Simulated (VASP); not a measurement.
# Li (Im-3m) in VASP: single point with LDA

Aim: the single point of Li with LDA.

Everything below comes from runs of VASP 6.6.1. Logs are shortened: lines on timing, memory, paths and dates and some standing lists are left out, and cuts for length are marked.

## Step 1: The cell of the first run

It takes space group Im-3m (No. 229, cubic). Conventional cell: a = 3.220 Å, b = 3.220 Å, c = 3.220 Å, α = 90.00°, β = 90.00°, γ = 90.00°. Within 3.7 Å of Li (site symmetry m-3m) lie 14 Li at 2.79 to 3.22 Å.

## Step 2: Single point, LDA (strain -0.080 along x and y, -0.080 along z)

Input file INCAR:

```
ALGO = Normal
EDIFF = 1E-6
ENCUT = 520
ISIF = 2
ISMEAR = 0
LASPH = True
LCHARG = False
LREAL = False
LWAVE = False
NBANDS = 8
NELM = 100
PREC = Accurate
SIGMA = 0.15
```

Input file KPOINTS:

```
k-points
0
Gamma
  20 20 20
```

Input file POSCAR:

```
Li
1.0
   -1.6100000000      1.6100000000      1.6100000000
    1.6100000000     -1.6100000000      1.6100000000
    1.6100000000      1.6100000000     -1.6100000000
Li
1
Direct
    0.0000000000      0.0000000000      0.0000000000
```

Potentials or basis: VASP PAW LDA potentials, release 64 (Li_sv).

Run with:

```sh
$ cat potpaw_LDA.64/Li_sv/POTCAR > POTCAR
$ mpirun -np 1 vasp_std > vasp.out
```

OUTCAR:

```text
EDIFF = 1E-6
   ENCUT = 520
   ISIF = 2
   ISMEAR = 0
   LASPH = True
   LREAL = False
   NELM = 100
   PREC = Accurate

 ion  position               nearest neighbor table
   1  0.000  0.000  0.000-

  LATTYP: Found a body centered cubic cell.
 ALAT       =     3.2200000000

  Lattice vectors:

 A1 = (  -1.6100000000,   1.6100000000,   1.6100000000)
 A2 = (   1.6100000000,  -1.6100000000,   1.6100000000)
 A3 = (   1.6100000000,   1.6100000000,  -1.6100000000)

Analysis of symmetry for initial positions (statically):
=====================================================================
 Subroutine PRICEL returns:
 Original cell was already a primitive cell.

 Routine SETGRP: Setting up the symmetry group for a
 body centered cubic supercell.

 Subroutine GETGRP returns: Found 48 space group operations
 (whereof 48 operations were pure point group operations)
 out of a pool of 48 trial point group operations.

The static configuration has the point symmetry O_h .

Analysis of symmetry for dynamics (positions and initial velocities):
=====================================================================
 Subroutine PRICEL returns:
 Original cell was already a primitive cell.

 Routine SETGRP: Setting up the symmetry group for a
 body centered cubic supercell.

 Subroutine GETGRP returns: Found 48 space group operations
 (whereof 48 operations were pure point group operations)
 out of a pool of 48 trial point group operations.

The dynamic configuration has the point symmetry O_h .

 Subroutine INISYM returns: Found 48 space group operations
 (whereof 48 operations are pure point group operations),
 and found     1 'primitive' translations

----------------------------------------------------------------------------------------

                                     Primitive cell

  volume of cell :      16.6931

  direct lattice vectors                    reciprocal lattice vectors
    -1.610000000  1.610000000  1.610000000     0.000000000  0.310559006  0.310559006
     1.610000000 -1.610000000  1.610000000     0.310559006  0.000000000  0.310559006
     1.610000000  1.610000000 -1.610000000     0.310559006  0.310559006  0.000000000

  length of vectors
     2.788601800  2.788601800  2.788601800     0.439196759  0.439196759  0.439196759

  position of ions in fractional coordinates (direct lattice)
     0.000000000  0.000000000  0.000000000

  ion indices of the primitive-cell ions
   primitive index   ion index
                 1           1

----------------------------------------------------------------------------------------

 KPOINTS: k-points

Automatic generation of k-mesh.
 Grid dimensions read from file:
 generate k-points for:   20   20   20

 Generating k-lattice:

  Cartesian coordinates                     Fractional coordinates (reciprocal lattice)
     0.000000000  0.015527950  0.015527950     0.050000000  0.000000000  0.000000000
     0.015527950  0.000000000  0.015527950     0.000000000  0.050000000  0.000000000
     0.015527950  0.015527950  0.000000000     0.000000000  0.000000000  0.050000000

  Length of vectors
     0.021959838  0.021959838  0.021959838

  Shift w.r.t. Gamma in fractional coordinates (k-lattice)
     0.000000000  0.000000000  0.000000000

 Subroutine IBZKPT returns following result:
 ===========================================

 Found    256 irreducible k-points:

 Following reciprocal coordinates:
            Coordinates               Weight
  0.000000  0.000000  0.000000      1.000000
  0.050000  0.000000  0.000000     12.000000
  0.100000  0.000000  0.000000     12.000000
  0.150000  0.000000  0.000000     12.000000
  0.200000  0.000000  0.000000     12.000000
  0.250000  0.000000  0.000000     12.000000
[... 16 lines left out ...]
  0.200000  0.100000  0.000000     48.000000
  0.250000  0.100000  0.000000     48.000000
 [... further k-points ...]
   k-points           NKPTS =    256   k-points in BZ     NKDIM =    256   number of bands    NBANDS=      8
   number of dos      NEDOS =    301   number of ions     NIONS =      1
   total plane-waves  NPLWV =  13824
   dimension x,y,z NGX =    24 NGY =   24 NGZ =   24
   dimension x,y,z NGXF=    48 NGYF=   48 NGZF=   48
   ions per type =               1
   NGX,Y,Z   is equivalent  to a cutoff of  14.31, 14.31, 14.31 a.u.
   NGXF,Y,Z  is equivalent  to a cutoff of  28.62, 28.62, 28.62 a.u.
 SYSTEM =  unknown system
   PREC   = accura    normal or accurate (medium, high low for compatibility)
   ISTART =      0    job   : 0-new  1-cont  2-samecut
   ICHARG =      2    charge: 1-file 2-atom 10-const
   ISPIN  =      1    spin polarized calculation?
   LNONCOLLINEAR =      F non collinear calculations
   LSORBIT =      F    spin-orbit coupling
   LASPH  =      T    aspherical Exc in radial PAW
   ENCUT  =  520.0 eV  38.22 Ry    6.18 a.u.   5.18  5.18  5.18*2*pi/ulx,y,z
   NELM   =    100;   NELMIN=  2; NELMDL= -5     # of ELM steps
   EDIFF  = 0.1E-05   stopping-criterion for ELM
   LREAL  =      F    real-space projection
   EDIFFG = 0.1E-04   stopping-criterion for IOM
   NSW    =      0    number of steps for IOM
   IBRION =     -1    ionic relax: 0-MD 1-quasi-New 2-CG
   NFREE  =      0    steps in history (QN), initial steepest desc. (CG)
   ISIF   =      2    stress and relaxation
   ISYM   =      2    0-nonsym 1-usesym 2-fastsym
   POTIM  = 0.5000    time-step for ionic-motion
   TEBEG  =    0.0;   TEEND  =   0.0 temperature during run
   PSTRESS=    0.0 pullay stress
   NELECT =       3.0000    total number of electrons
   NUPDOWN=      -1.0000    fix difference up-down
   EMIN   =  10.00;   EMAX   =-10.00  energy-range for DOS
   EFERMI =   0.00;   METHOD = LEGACY
   ISMEAR =     0;   SIGMA  =   0.15  broadening in eV -4-tet -1-fermi 0-gaus
   EFERMI_NEDOS =   21; number of points for ismear=-14 and -15
   IALGO  =     38    algorithm
   IMIX   =      4    mixing-type and parameters
     AMIX     =   0.40;   BMIX     =  1.00
     AMIX_MAG =   1.60;   BMIX_MAG =  1.00
  volume/ion in A,a.u.               =      16.69       112.65
  Fermi-wavevector in a.u.,A,eV,Ry     =   0.923853  1.745828 11.612623  0.853504
  Thomas-Fermi vector in A             =   2.049535
   LORBIT       =      0    0 simple, 1 ext, 2 COOP (PROOUT), +10 PAW based schemes
   GGA     = CA    functional components
   LHFCALC =     F    Hartree Fock is set to
   AEXX    =    0.0000 exact exchange contribution
   IVDW    =     0    specifies the selected vdW correction
   LEPSILON=     F    determine dielectric tensor
   LRPA    =     F    only Hartree local field effects (RPA)
 non-spin polarized calculation
 Gauss-broadening in eV      SIGMA  =   0.15
  energy-cutoff  :      520.00
  volume of cell :       16.69
 maximum number of plane-waves:       466
 NGX is ok and might be reduce to    24
   NGX = 11   NGY = 11   NGZ = 11

 number of electron       2.9999997 magnetization

 Free energy of the ion-electron system (eV)
  ---------------------------------------------------
  ext. energy  EPLUGINS =         0.00000000
  ---------------------------------------------------
  free energy    TOTEN  =        -2.03109221 eV

  energy without entropy =       -2.02572876  energy(sigma->0) =       -2.02841049

 E-fermi :   1.2115     XC(G=0):  -7.6527

 val. band max:        1.2051683223   @ k =   0.3000   0.2000  -0.0000
 cond. band min:       1.2356630620   @ k =   0.4000   0.0500   0.0500
 fundamental gap:      0.0304947396
 Fermi energy:         1.2115364720

 k-point     1 :       0.0000    0.0000    0.0000
  band No.  band energies     occupation
      1     -44.1257      2.00000
      2      -2.5220      2.00000
      3      17.6692      0.00000
      4      17.6692      0.00000
      5      17.6692      0.00000
      6      23.1329      0.00000
      7      23.1329      0.00000
      8      23.1329      0.00000

 k-point     2 :       0.0500    0.0000    0.0000
  band No.  band energies     occupation
      1     -44.1247      2.00000
      2      -2.4734      2.00000
      3      17.3204      0.00000
      4      17.3844      0.00000
      5      17.5748      0.00000
      6      22.1811      0.00000
      7      22.3328      0.00000
      8      23.5588      0.00000

 k-point     3 :       0.1000    0.0000    0.0000
  band No.  band energies     occupation
      1     -44.1214      2.00000
      2      -2.3259      2.00000
      3      16.2533      0.00000
      4      16.7173      0.00000
      5      17.3009      0.00000
      6      21.0340      0.00000
      7      21.1908      0.00000
      8      23.1001      0.00000

 k-point     4 :       0.1500    0.0000    0.0000
  band No.  band energies     occupation
      1     -44.1164      2.00000
      2      -2.0796      2.00000
      3      14.6581      0.00000
      4      15.9320      0.00000
      5      16.8843      0.00000
      6      20.1354      0.00000
      7      20.4675      0.00000
      8      22.9510      0.00000

 k-point     5 :       0.2000    0.0000    0.0000
  band No.  band energies     occupation
      1     -44.1101      2.00000
      2      -1.7345      2.00000
      3      12.8735      0.00000
      4      15.1665      0.00000
      5      16.3907      0.00000
      6      19.2089      0.00000
      7      20.2602      0.00000
      8      23.1042      0.00000

 k-point     6 :       0.2500    0.0000    0.0000
  band No.  band energies     occupation
      1     -44.1031      2.00000
      2      -1.2916      2.00000
      3      11.0995      0.00000
      4      14.4807      0.00000
      5      15.8891      0.00000
      6      18.4206      0.00000
      7      20.2534      0.00000
      8      23.5037      0.00000

 k-point     7 :       0.3000    0.0000    0.0000
  band No.  band energies     occupation
      1     -44.0961      2.00000
      2      -0.7552      2.00000
      3       9.4261      0.00000
      4      13.9020      0.00000
      5      15.4317      0.00000
      6      17.7739      0.00000
      7      20.3705      0.00000
      8      24.0995      0.00000

 k-point     8 :       0.3500    0.0000    0.0000
  band No.  band energies     occupation
      1     -44.0898      2.00000
      2      -0.1397      2.00000
      3       7.9043      0.00000
      4      13.4435      0.00000
      5      15.0520      0.00000
      6      17.2700      0.00000
      7      20.5581      0.00000
      8      24.8467      0.00000

 k-point     9 :       0.4000    0.0000    0.0000
  band No.  band energies     occupation
      1     -44.0848      2.00000
      2       0.5158      2.00000
      3       6.5920      0.00000
      4      13.1123      0.00000
      5      14.7699      0.00000
      6      16.9098      0.00000
      7      20.7620      0.00000
      8      25.6860      0.00000

 k-point    10 :       0.4500    0.0000    0.0000
  band No.  band energies     occupation
      1     -44.0816      2.00000
      2       1.1034      1.69198
      3       5.6067      0.00000
      4      12.9124      0.00000
      5      14.5968      0.00000
      6      16.6936      0.00000
      7      20.9207      0.00000
      8      26.4805      0.00000
[... 78 lines left out ...]
 k-point    18 :       0.3500    0.0500    0.0000
  band No.  band energies     occupation
      1     -44.0868      2.00000
      2       0.2298      2.00000
      3       7.2228      0.00000
      4      13.0445      0.00000
      5      14.3633      0.00000
      6      17.8460      0.00000
      7      20.6968      0.00000
      8      25.2618      0.00000

 k-point    19 :       0.4000    0.0500   -0.0000
  band No.  band energies     occupation
      1     -44.0826      2.00000
      2       0.8769      1.99839
      3       6.0485      0.00000
      4      12.7852      0.00000
      5      14.1192      0.00000
      6      17.5812      0.00000
      7      20.9069      0.00000
      8      26.0897      0.00000

 k-point    20 :       0.4500    0.0500    0.0000
  band No.  band energies     occupation
      1     -44.0804      2.00000
      2       1.3498      0.19242
      3       5.3106      0.00000
      4      12.6549      0.00000
      5      13.9957      0.00000
      6      17.4479      0.00000
      7      21.0359      0.00000
      8      26.7764      0.00000

 k-point    21 :       0.1000    0.1000    0.0000
  band No.  band energies     occupation
      1     -44.1136      2.00000
      2      -1.9315      2.00000
      3      14.4910      0.00000
      4      14.8424      0.00000
      5      16.1974      0.00000
      6      20.2856      0.00000
      7      20.6453      0.00000
      8      23.0703      0.00000

 k-point    22 :       0.1500    0.1000   -0.0000
  band No.  band energies     occupation
      1     -44.1076      2.00000
      2      -1.5850      2.00000
      3      12.8398      0.00000
      4      14.0359      0.00000
      5      15.5739      0.00000
      6      20.1610      0.00000
      7      20.4353      0.00000
      8      23.2936      0.00000

 k-point    23 :       0.2000    0.1000    0.0000
  band No.  band energies     occupation
      1     -44.1010      2.00000
      2      -1.1395      2.00000
      3      11.1000      0.00000
      4      13.3775      0.00000
      5      14.9913      0.00000
      6      20.0134      0.00000
      7      20.2800      0.00000
      8      23.7006      0.00000

 k-point    24 :       0.2500    0.1000    0.0000
  band No.  band energies     occupation
      1     -44.0943      2.00000
      2      -0.5990      2.00000
      3       9.4404      0.00000
      4      12.8277      0.00000
      5      14.4817      0.00000
      6      19.6430      0.00000
      7      20.4367      0.00000
      8      24.2607      0.00000

 [... further k-points ...]

------------------------ aborting loop because EDIFF is reached ----------------------------------------

  FORCE on cell =-STRESS in cart. coord.  units (eV):
  Direction    XX          YY          ZZ          XY          YZ          ZX
  --------------------------------------------------------------------------------------
  -------------------------------------------------------------------------------------
  Total        0.2388726      0.2388726      0.2388726      0.0000000      0.0000000      0.0000000
  in kB       22.9265805     22.9265805     22.9265805      0.0000000      0.0000000      0.0000000
  external PRESSURE =      22.9265805 kB  Pullay stress =       0.0000000 kB

 VOLUME and BASIS-vectors are now :
 -----------------------------------------------------------------------------
  energy-cutoff  :      520.00
  volume of cell :       16.69
      direct lattice vectors                 reciprocal lattice vectors
    -1.610000000  1.610000000  1.610000000     0.000000000  0.310559006  0.310559006
     1.610000000 -1.610000000  1.610000000     0.310559006  0.000000000  0.310559006
     1.610000000  1.610000000 -1.610000000     0.310559006  0.310559006  0.000000000

 POSITION                                       TOTAL-FORCE (eV/Angst)
 -----------------------------------------------------------------------------------
      0.00000      0.00000      0.00000         0.000000     -0.000000      0.000000
 -----------------------------------------------------------------------------------
    total drift:                               -0.000000      0.000000     -0.000000

  FREE ENERGIE OF THE ION-ELECTRON SYSTEM (eV)
  ---------------------------------------------------
  free  energy   TOTEN  =        -2.0310922062 eV

  energy  without entropy=       -2.0257287649  energy(sigma->0) =       -2.02841049
```

Wall time 21 s (1 thread of Intel Xeon Platinum 8259CL at 2.50GHz (Skylake/Cascade Lake), shared host); peak memory 0.13 GiB.

Results:

```yaml
Free_energy: -2.0311 eV
Band_gap_on_the_k_mesh: zero (an odd number of electrons rules out a gap without spin polarisation)
```

Caveat: the cell differs from its parent crystal (strain -0.080 along x and y, -0.080 along z); the cutoff is under 1.25 times the usual one of these potentials, so pressure, stress and relaxed cells hold a basis-set (Pulay) error.
